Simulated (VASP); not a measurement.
# GeS (Pnma) in VASP: a series of runs, part 2 of 2

VASP 6.6.1.

### 4 Single point, PBE+D3(BJ) (23.50 Å³/atom)

This run uses another cell than the first one, of 23.50 Å³/atom.

The input, INCAR:

```
SYSTEM = GeS
PREC     = Accurate       ! precision mode
ENCUT    = 500            ! plane-wave cutoff, eV
EDIFF    = 1E-6           ! SCF threshold, eV
ISMEAR   = 0              ! smearing method
SIGMA    = 0.02           ! smearing width, eV
LREAL    = .FALSE.        ! projectors in reciprocal space
LASPH    = .TRUE.         ! aspherical terms in the spheres
NELM     = 120            ! most SCF steps
ALGO     = Normal         ! electronic algorithm
ISIF     = 2              ! what is computed and relaxed
LWAVE    = .FALSE.        ! write WAVECAR
LCHARG   = .FALSE.        ! write CHGCAR
GGA      = PE             ! functional
IVDW     = 12             ! dispersion correction
NBANDS   = 50             ! bands
GGA_COMPAT= .FALSE.
```

The input, KPOINTS:

```
Automatic mesh
0
G
  4 8 6
  0 0 0
```

The input, POSCAR:

```
GeS
1.0
   11.1762938853      0.0000000000      0.0000000000
    0.0000000000      3.6628831257      0.0000000000
    0.0000000000      0.0000000000      4.5914404768
Ge S
4 4
Direct
    0.1311415029      0.2500000000      0.1441735284
    0.3688584971      0.7500000000      0.6441735284
    0.6311415029      0.2500000000      0.3558264716
    0.8688584971      0.7500000000      0.8558264716
    0.8431929935      0.2500000000      0.5025292998
    0.6568070065      0.7500000000      0.0025292998
    0.3431929935      0.2500000000      0.9974707002
    0.1568070065      0.7500000000      0.4974707002
```

Potentials or basis: VASP PAW PBE potentials, release 64 (Ge_d, S).

Launch:

```console
$ cat potpaw_PBE.64/Ge_d/POTCAR potpaw_PBE.64/S/POTCAR > POTCAR
$ mpirun -np 1 vasp_std > vasp.out
```

OUTCAR:

```text
SYSTEM = GeS
   PREC = Accurate
   ENCUT = 500
   EDIFF = 1E-6
   ISMEAR = 0
   LREAL = .FALSE.
   LASPH = .TRUE.
   NELM = 120
   ISIF = 2
   GGA = PE
   IVDW = 12
 IVDW          = 12

 ion  position               nearest neighbor table
   1  0.131  0.250  0.144-   8 2.46   8 2.46   7 2.46
   2  0.369  0.750  0.644-   7 2.46   7 2.46   8 2.46
   3  0.631  0.250  0.356-   6 2.46   6 2.46   5 2.46
   4  0.869  0.750  0.856-   5 2.46   5 2.46   6 2.46
   5  0.843  0.250  0.503-   4 2.46   4 2.46   3 2.46
[... 1495 lines left out ...]
  Total      -3.27899    -3.34258    -3.27955     0.00000    -0.00000     0.00000
  in kB     -27.94998   -28.49199   -27.95475     0.00000    -0.00000     0.00000
  external pressure =      -28.13 kB  Pullay stress =        0.00 kB

 VOLUME and BASIS-vectors are now :
 -----------------------------------------------------------------------------
  energy-cutoff  :      500.00
  volume of cell :      187.96
      direct lattice vectors                 reciprocal lattice vectors
    11.176293885  0.000000000  0.000000000     0.089475099  0.000000000  0.000000000
     0.000000000  3.662883126  0.000000000     0.000000000  0.273008984  0.000000000
     0.000000000  0.000000000  4.591440477     0.000000000  0.000000000  0.217796573

 POSITION                                       TOTAL-FORCE (eV/Angst)
 -----------------------------------------------------------------------------------
      1.46568      0.91572      0.66196        -0.000327     -0.000000      0.000767
      4.12247      2.74716      2.95768         0.000327      0.000000      0.000767
      7.05382      0.91572      1.63376        -0.000327      0.000000     -0.000767
      9.71062      2.74716      3.92948         0.000327     -0.000000     -0.000767
      9.42377      0.91572      2.30733         0.000846      0.000000      0.002969
      7.34067      2.74716      0.01161        -0.000846      0.000000      0.002969
      3.83563      0.91572      4.57983         0.000846      0.000000     -0.002969
      1.75252      2.74716      2.28411        -0.000846      0.000000     -0.002969
 -----------------------------------------------------------------------------------
    total drift:                                0.000000     -0.000000     -0.000000

  FREE ENERGIE OF THE ION-ELECTRON SYSTEM (eV)
  ---------------------------------------------------
  free  energy   TOTEN  =       -39.0637089610 eV

  energy  without entropy=      -39.0637089610  energy(sigma->0) =      -39.06370896
```

OSZICAR:

```text
N       E                     dE             d eps       ncg     rms          rms(c)
DAV:   1     0.911373344799E+03    0.91137E+03   -0.35736E+04  7582   0.330E+03
DAV:   2     0.148859102661E+03   -0.76251E+03   -0.72887E+03  6000   0.927E+02
DAV:   3    -0.220530641435E+02   -0.17091E+03   -0.16272E+03  6942   0.224E+02
DAV:   4    -0.369678483232E+02   -0.14915E+02   -0.14678E+02  7238   0.732E+01
DAV:   5    -0.374922438042E+02   -0.52440E+00   -0.52248E+00  7192   0.138E+01    0.123E+01
DAV:   6    -0.366174659641E+02    0.87478E+00   -0.17941E+00  8478   0.691E+00    0.814E+00
DAV:   7    -0.366251940999E+02   -0.77281E-02   -0.65985E-01  7814   0.276E+00    0.220E+00
DAV:   8    -0.366184889373E+02    0.67052E-02   -0.68093E-02  8280   0.184E+00    0.413E-01
DAV:   9    -0.366189109842E+02   -0.42205E-03   -0.10669E-02  7312   0.690E-01    0.166E-01
DAV:  10    -0.366190674219E+02   -0.15644E-03   -0.10382E-03  7126   0.157E-01    0.761E-02
DAV:  11    -0.366191647276E+02   -0.97306E-04   -0.15085E-04  7612   0.709E-02    0.359E-02
DAV:  12    -0.366191590999E+02    0.56277E-05   -0.40793E-05  6860   0.286E-02    0.128E-02
DAV:  13    -0.366191625353E+02   -0.34354E-05   -0.13024E-05  5890   0.219E-02    0.484E-03
DAV:  14    -0.366191624279E+02    0.10744E-06   -0.15653E-06  4598   0.860E-03
   1 F= -.39063709E+02 E0= -.39063709E+02  d E =-.130051E-14
```

stdout:

```text
POSCAR found type information on POSCAR GeS
 POSCAR found :  2 types and       8 ions
 scaLAPACK will be used
 LDA part: xc-table for (Slater+PW92), standard interpolation
 POSCAR, INCAR and KPOINTS ok, starting setup
 FFT: planning ... GRIDC
 FFT: planning ... GRID_SOFT
 FFT: planning ... GRID
 WAVECAR not read
 entering main loop
```

Wall time 10 min (1 thread of Intel Xeon 8259CL, shared host); peak memory 0.54 GiB.

Results:

```
Free energy                : -39.0637 eV
Pressure                   : -2.8 GPa
Largest force              : 0.003 eV/Å
Band gap on the k mesh     : 1.30 eV
Dispersion energy per atom : -0.306 eV
```

Forces on the atoms (eV/Å):
```
Ge   0.000  0.000  0.001
Ge   0.000  0.000  0.001
Ge   0.000  0.000 -0.001
Ge   0.000  0.000 -0.001
S    0.001  0.000  0.003
S   -0.001  0.000  0.003
S    0.001  0.000 -0.003
S   -0.001  0.000 -0.003
```

Levels at points of the mesh, in eV from the valence-band top:
| k point | band 38 | band 39 | band 40 | band 41 | band 42 | band 43 |
| --- | --- | --- | --- | --- | --- | --- |
| (0.00, 0.00, 0.00) | -0.88 | -0.67 | 0.00 | 1.30 | 2.50 | 2.68 |
| (0.50, 0.00, 0.00) | -1.68 | -0.30 | -0.30 | 2.24 | 2.24 | 2.60 |
| (0.00, 0.50, 0.00) | -1.51 | -1.13 | -1.13 | 1.41 | 1.41 | 1.74 |
| (0.50, 0.50, 0.00) | -1.43 | -1.43 | -1.43 | 1.73 | 1.73 | 1.73 |
| (0.00, 0.00, 0.50) | -1.01 | -0.44 | -0.44 | 1.82 | 1.82 | 2.41 |
| (0.50, 0.00, 0.50) | -0.88 | -0.45 | -0.45 | 1.84 | 1.84 | 2.30 |
| (0.00, 0.50, 0.50) | -1.68 | -1.09 | -1.09 | 3.07 | 3.07 | 3.10 |
| (0.50, 0.50, 0.50) | -1.26 | -1.26 | -1.26 | 2.94 | 2.94 | 2.94 |

### 5 Summary

| cell | gap on the mesh (eV) | pressure (GPa) | largest force (eV/Å) |
| --- | --- | --- | --- |
| a = 10.793, b = 3.687, c = 4.423 Å, 8 atoms, atomic positions A | 1.28 | -1.6 | 0.01 |
| a = 10.418, b = 3.668, c = 4.204 Å, 8 atoms, atomic positions B | 0.98 | 1.9 | 0.01 |
| a = 11.176, b = 3.663, c = 4.591 Å, 8 atoms, atomic positions C | 1.30 | -2.8 | - |

Alike in all rows: task single point; level PBE+D3(BJ); potentials or basis VASP PAW PBE potentials, release 64 (Ge_d, S); no spin polarisation; k mesh 4 × 8 × 6; cutoff (eV) 500; smearing gaussian 0.02 eV.

Absolute energies hang on the potentials; compare differences alone.
